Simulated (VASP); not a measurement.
The system is HfO2.

```
CELL_PARAMETERS angstrom
4.71527 0.00000 0.00000
0.00000 4.71527 0.00000
0.00000 0.00000 3.13998
ATOMIC_POSITIONS crystal
Hf 0.50000 0.50000 0.50000
Hf 0.00000 0.00000 0.00000
O 0.80504 0.19496 0.50000
O 0.69496 0.69496 0.00000
O 0.30504 0.30504 0.00000
O 0.19496 0.80504 0.50000
```

This cell differs from its parent crystal: volume scaled by 0.94.

Base run:

- Program: VASP 6.6.1
- Functional: PBEsol
- Potentials or basis: VASP PAW PBE potentials, release 64 (Hf_pv, O)
- Cutoff: 520 eV
- k mesh: 6 × 6 × 8
- Occupations: fermi-dirac, width 0.05 eV
- Spin: no spin polarisation

Its results: band gap on the k mesh 4.11 eV, direct; pressure 15.6 GPa; largest force 0.185 eV/Å.

**Question.** The run is repeated on the same cell with these changes: functional from PBEsol to PBE. What comes out?

**Answer.** Band gap on the k mesh 4.22 eV, direct; pressure 22.8 GPa; largest force 0.249 eV/Å.

PBE binds less tightly than PBEsol, so the same cell stands under more pressure.

Caveats: spin-orbit coupling is left out, which moves the levels of the heavy elements; the PAW data sets were made with another functional, which shifts forces and pressure a little (some runs).

A k mesh can miss the band edges.
